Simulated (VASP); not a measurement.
# Si4F in VASP: notebook

Si4F is run at these levels: PBE+D3(BJ); tasks: single point.

Everything below comes from runs of VASP 6.6.1. Logs are shortened: lines on timing, memory, paths and dates and some standing lists are left out, and cuts for length are marked.

**1. The cell of the first run**

The cell holds a slab with vacuum, 5 atoms: a = 3.833 Å, b = 3.833 Å, c = 20.908 Å, α = 90.00°, β = 90.00°, γ = 120.00°.

**2. Single point, PBE+D3(BJ), collinear spin**

INCAR

```
SYSTEM = Si4F
  PREC = Accurate
  ENCUT = 520
  EDIFF = 1E-7
  ISMEAR = 0
  SIGMA = 0.05
  LREAL = .FALSE.
  LASPH = .TRUE.
  NELM = 150
  ALGO = Normal
  ISIF = 2
  LWAVE = .FALSE.
  LCHARG = .FALSE.
  ISPIN = 2
  MAGMOM = 0 0 0 0 1
  LORBIT = 11
  LDIPOL = .TRUE.
  IDIPOL = 3
  DIPOL = 0.5 0.5 0.326
  GGA = PE
  IVDW = 12
  NBANDS = 24
```

KPOINTS

```
regular mesh
0
G
  9 9 1
  0 0 0
```

POSCAR

```
Si4F
1.0
    3.8333442603      0.0000000000      0.0000000000
   -1.9166721302      3.3197735109      0.0000000000
    0.0000000000      0.0000000000     20.9083834853
Si F
4 1
Direct
    0.3333333333      0.6666666667      0.1913108205
    0.0000000000      0.0000000000      0.2287349533
    0.0000000000      0.0000000000      0.3468742271
    0.6666666667      0.3333333333      0.3782398334
    0.6666666667      0.8333333333      0.4834607846
```

Potentials or basis: VASP PAW PBE potentials, release 64 (Si, F).

The run is started by

```
$ cat potpaw_PBE.64/Si/POTCAR potpaw_PBE.64/F/POTCAR > POTCAR
$ mpirun -np 1 vasp_std > vasp.out
```

OUTCAR:

```text
SYSTEM = Si4F
   PREC = Accurate
   ENCUT = 520
   EDIFF = 1E-7
   ISMEAR = 0
   LREAL = .FALSE.
   LASPH = .TRUE.
   NELM = 150
   ISIF = 2
   ISPIN = 2
   LORBIT = 11
   GGA = PE
   IVDW = 12
 IVDW          = 12

 ion  position               nearest neighbor table
   1  0.333  0.667  0.191-   2 2.35   2 2.35   2 2.35
   2  0.000  0.000  0.229-   1 2.35   1 2.35   1 2.35   3 2.47
   3  0.000  0.000  0.347-   4 2.31   4 2.31   4 2.31   2 2.47
   4  0.667  0.333  0.378-   3 2.31   3 2.31   3 2.31
   5  0.667  0.833  0.483-

  LATTYP: Found a hexagonal cell.
 ALAT       =     3.8333442603
 C/A-ratio  =     5.4543453615

  Lattice vectors:

 A1 = (   3.8333442603,   0.0000000000,   0.0000000000)
 A2 = (  -1.9166721302,   3.3197735109,   0.0000000000)
 A3 = (   0.0000000000,   0.0000000000,  20.9083834853)

Analysis of symmetry for initial positions (statically):
=====================================================================
 Subroutine PRICEL returns:
 Original cell was already a primitive cell.

 Routine SETGRP: Setting up the symmetry group for a
 hexagonal supercell.

 Subroutine GETGRP returns: Found  2 space group operations
 (whereof  2 operations were pure point group operations)
 out of a pool of 24 trial point group operations.

The static configuration has the point symmetry C_1h.

Analysis of symmetry for dynamics (positions and initial velocities):
=====================================================================
 Subroutine PRICEL returns:
 Original cell was already a primitive cell.

 Routine SETGRP: Setting up the symmetry group for a
 hexagonal supercell.

 Subroutine GETGRP returns: Found  2 space group operations
 (whereof  2 operations were pure point group operations)
 out of a pool of 24 trial point group operations.

The dynamic configuration has the point symmetry C_1h.

Analysis of structural, dynamic, and magnetic symmetry:
=====================================================================
 Subroutine PRICEL returns:
 Original cell was already a primitive cell.

 Routine SETGRP: Setting up the symmetry group for a
 hexagonal supercell.

 Subroutine GETGRP returns: Found  2 space group operations
 (whereof  2 operations were pure point group operations)
 out of a pool of 24 trial point group operations.

The overall configuration has the point symmetry C_1h.

 Subroutine INISYM returns: Found  2 space group operations
 (whereof  2 operations are pure point group operations),
 and found     1 'primitive' translations

----------------------------------------------------------------------------------------

[... 143 lines left out ...]
  ---------------------------------------------------
  ext. energy  EPLUGINS =         0.00000000
  ---------------------------------------------------
  free energy    TOTEN  =       -22.17621008 eV

  energy without entropy =      -22.17514102  energy(sigma->0) =      -22.17567555

 E-fermi :  -3.4502     XC(G=0):  -3.9605

 val. band max:       -3.4566493487   @ k =   0.4444   0.0000   0.0000
 cond. band min:      -3.4015268902   @ k =   0.0000   0.0000   0.0000
 fundamental gap:      0.0551224585
 Fermi energy:        -3.4501801902

 spin component 1

 k-point     1 :       0.0000    0.0000    0.0000
  band No.  band energies     occupation
      1     -22.9274      1.00000
      2     -14.6975      1.00000
      3     -13.5544      1.00000
      4      -8.3804      1.00000
      5      -5.2119      1.00000
      6      -4.4776      1.00000
[... 613 lines left out ...]
     22       4.6149      0.00000
     23       5.0707      0.00000

 [... further k-points ...]

 spin component 2

 k-point     1 :       0.0000    0.0000    0.0000
  band No.  band energies     occupation
      1     -22.4342      1.00000
      2     -14.5817      1.00000
      3     -13.4208      1.00000
      4      -8.1030      1.00000
      5      -4.6935      1.00000
      6      -4.2919      1.00000
[... 613 lines left out ...]
     22       4.9198      0.00000
     23       5.3029      0.00000

 [... further k-points ...]

 [bands above 23 left out]

------------------------ aborting loop because EDIFF is reached ----------------------------------------

 vacuum level on the upper side and lower side of the slab       (xc-potential included)         2.540        -2.541

 Edisp (eV)   -1.08339

 E8    (eV) :    -0.4612

  FORCE on cell =-STRESS in cart. coord.  units (eV):
  Direction    XX          YY          ZZ          XY          YZ          ZX
  --------------------------------------------------------------------------------------
  -------------------------------------------------------------------------------------
  Total      -0.21139    -1.36614    -6.15266     1.00004    -0.00458    -0.00793
  in kB      -1.27290    -8.22617   -37.04819     6.02171    -0.02758    -0.04778
  external pressure =      -15.52 kB  Pullay stress =        0.00 kB

 VOLUME and BASIS-vectors are now :
 -----------------------------------------------------------------------------
  energy-cutoff  :      520.00
  volume of cell :      266.08
      direct lattice vectors                 reciprocal lattice vectors
     3.833344260  0.000000000  0.000000000     0.260868822  0.150612684  0.000000000
    -1.916672130  3.319773511  0.000000000     0.000000000  0.301225369  0.000000000
     0.000000000  0.000000000 20.908383485     0.000000000  0.000000000  0.047827705

 POSITION                                       TOTAL-FORCE (eV/Angst)
 -----------------------------------------------------------------------------------
     -0.00000      2.21318      4.00000         0.009619      0.005554      0.446250
      0.00000      0.00000      4.78248         0.031292      0.018067     -0.137478
      0.00000      0.00000      7.25258        -0.073739     -0.042573      0.214921
      1.91667      1.10659      7.90838        -0.003303     -0.001907      1.607860
      0.95834      2.76648     10.10838         0.036131      0.020860     -2.131552
 -----------------------------------------------------------------------------------
    total drift:                                0.000009      0.000006     -0.000569

  FREE ENERGIE OF THE ION-ELECTRON SYSTEM (eV)
  ---------------------------------------------------
  free  energy   TOTEN  =       -23.2595970356 eV

  energy  without entropy=      -23.2585279808  energy(sigma->0) =      -23.25906251

 vacuum level on the upper side and lower side of the slab         6.681         1.468

 total charge

# of ion       s       p       d       tot
------------------------------------------
    1        0.795   0.853   0.000   1.648
    2        0.765   0.897   0.000   1.662
    3        0.767   0.915   0.000   1.682
    4        0.789   0.797   0.000   1.586
    5        1.750   4.134   0.000   5.884
--------------------------------------------------
tot          4.866   7.597   0.000  12.463

 magnetization (x)

# of ion       s       p       d       tot
------------------------------------------
    1        0.031   0.156   0.000   0.187
    2        0.001   0.008   0.000   0.009
    3        0.005   0.036   0.000   0.041
    4        0.009   0.007   0.000   0.016
    5        0.001   0.250   0.000   0.251
--------------------------------------------------
tot          0.046   0.457   0.000   0.504
```

It took 23 min on 1 thread of Intel Xeon 8259CL, shared host; peak memory 0.63 GiB.

What came out:

- Free energy: -23.2596 eV
- Largest force: 2.132 eV/Å
- Band gap on the k mesh: zero (filled and empty bands overlap)
- Net moment: 0.99 μB per cell
- Site moments: Si +0.19, +0.01, +0.04, +0.02; F +0.25 μB
- Valence electrons inside the program's atomic spheres: Si 1.65, 1.66, 1.68, 1.59; F 5.88
- Dispersion energy per atom: -0.217 eV

Forces in eV/Å, atoms in the order of the input:
```
Si   0.010  0.006  0.446
Si   0.031  0.018 -0.137
Si  -0.074 -0.043  0.215
Si  -0.003 -0.002  1.608
F    0.036  0.021 -2.132
```

**3. Single point, PBE+D3(BJ), collinear spin**

INCAR

```
SYSTEM = Si4F
PREC = Accurate
ENCUT = 520
EDIFF = 1E-7
ISMEAR = 0
SIGMA = 0.05
LREAL = .False.
LASPH = .True.
NELM = 150
ALGO = Normal
ISIF = 2
LWAVE = .False.
LCHARG = .True.
ISPIN = 2
MAGMOM = 0 0 0 0 1
LORBIT = 11
LDIPOL = .True.
IDIPOL = 3
DIPOL = 0.5 0.5 0.326
GGA = PE
IVDW = 12
LELF = .True.
LVHAR = .True.
LVACPOTAV = .True.
NBANDS = 24
```

KPOINTS

```
Automatic mesh
0
Gamma
  9 9 1
  0 0 0
```

Edit POSCAR of step 2 so:

```diff
@@ -12,2 +12,2 @@
     0.6666666667      0.3333333333      0.3782398334
-    0.6666666667      0.8333333333      0.4834607846
+    0.8333333333      0.6666666667      0.4834607846
```

Potentials or basis: VASP PAW PBE potentials, release 64 (Si, F).

The run is started by

```
$ cat potpaw_PBE.64/Si/POTCAR potpaw_PBE.64/F/POTCAR > POTCAR
$ mpirun -np 1 vasp_std > vasp.out
```

Run time: 21 min. Hardware: 1 thread of Intel Xeon 8259CL, shared host; peak memory 0.62 GiB.

The run converged. Its results:

- Free energy: -23.8175 eV
- Largest force: 3.198 eV/Å
- Band gap on the k mesh: 0.15 eV (least direct gap 0.37 eV)
- Net moment: 1.00 μB per cell
- Site moments: Si +0.21, +0.01, +0.05, +0.02; F +0.16 μB
- Valence electrons inside the program's atomic spheres: Si 1.65, 1.66, 1.69, 1.58; F 5.89
- Dispersion energy per atom: -0.214 eV

Forces on the atoms (eV/Å):
```
Si   0.000  0.007  0.446
Si   0.000  0.100 -0.062
Si   0.000 -0.185  0.010
Si   0.000  1.168  2.613
F    0.000 -1.090 -3.007
```

Levels at points of the mesh, in eV from the valence-band top:
Spin up:
| k point | band 8 | band 9 | band 10 | band 11 | band 12 | band 13 | band 14 | band 15 | band 16 | band 17 |
| --- | --- | --- | --- | --- | --- | --- | --- | --- | --- | --- |
| (0.00, 0.00, 0.00) | -0.67 | -0.45 | -0.43 | -0.18 | -0.05 | 1.84 | 2.80 | 3.08 | 3.43 | 3.45 |
Spin down:
| k point | band 9 | band 10 | band 11 | band 12 | band 13 | band 14 |
| --- | --- | --- | --- | --- | --- | --- |
| (0.00, 0.00, 0.00) | -0.30 | -0.11 | -0.04 | 0.33 | 2.03 | 3.18 |

The gap in the log of VASP goes by the Fermi energy; the results here count the filled bands.